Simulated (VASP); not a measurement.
A run of VASP 6.6.1 is set up as follows.

INCAR

```
ALGO = Normal ; DIPOL = 0.5 0.5 0.499
EDIFF = 1E-6 ; ENCUT = 520
GGA = PS ; IDIPOL = 3
ISIF = 2 ; ISMEAR = 0
LASPH = True ; LCHARG = False
LDIPOL = True ; LREAL = Auto
LWAVE = False ; NBANDS = 56
NELM = 100 ; PREC = Accurate
SIGMA = 0.05
```

The input KPOINTS:

```
k-points
0
Gamma
  8 3 1
```

The input POSCAR:

```
BP
1.0
    3.1962448307      0.0000000000      0.0000000000
    0.0000000000      9.0403455764      0.0000000000
    0.0000000000      0.0000000000     21.3924896613
B P
10 10
Direct
    0.5000000000      0.7500000000      0.3505903295
    0.5000000000      0.2500000000      0.3505903295
    0.0000000000      0.5000000000      0.4252951648
    0.0000000000      0.0000000000      0.4252951648
    0.4999858836      0.2471959245      0.4997344032
    0.4999943594      0.7471938470      0.4997341947
    0.0000156136     -0.0005952561      0.5756547366
   -0.0000016281      0.4993963007      0.5756585768
    0.5000345476      0.7198090696      0.6332609005
    0.4999887076      0.2197935695      0.6332623014
    0.0000000000      0.1250000000      0.3505903295
    0.0000000000      0.6250000000      0.3505903295
    0.5000000000      0.8750000000      0.4252951648
    0.5000000000      0.3750000000      0.4252951648
   -0.0000007282      0.6234742460      0.5001597635
   -0.0000077164      0.1234770098      0.5001582353
    0.5000012408      0.3770794998      0.5746556905
    0.5000137379      0.8770873235      0.5746524320
   -0.0000067017      0.1163077163      0.6562999672
    0.0000293899      0.6163201776      0.6562972935
```

Potentials or basis: VASP PAW PBE potentials, release 64 (B, P).

Run with:

```sh
$ cat potpaw_PBE.64/B/POTCAR potpaw_PBE.64/P/POTCAR > POTCAR
$ mpirun -np 1 vasp_std > vasp.out
```

(1) Estimate the band gap on the k mesh.

(2) Estimate the largest force.

Results:

(1) 0.06 eV.

(2) 2.881 eV/Å.

Caveat: semilocal functionals underestimate gaps, and a narrow one can read as zero; the PAW data sets were made with another functional, which shifts forces and pressure a little.
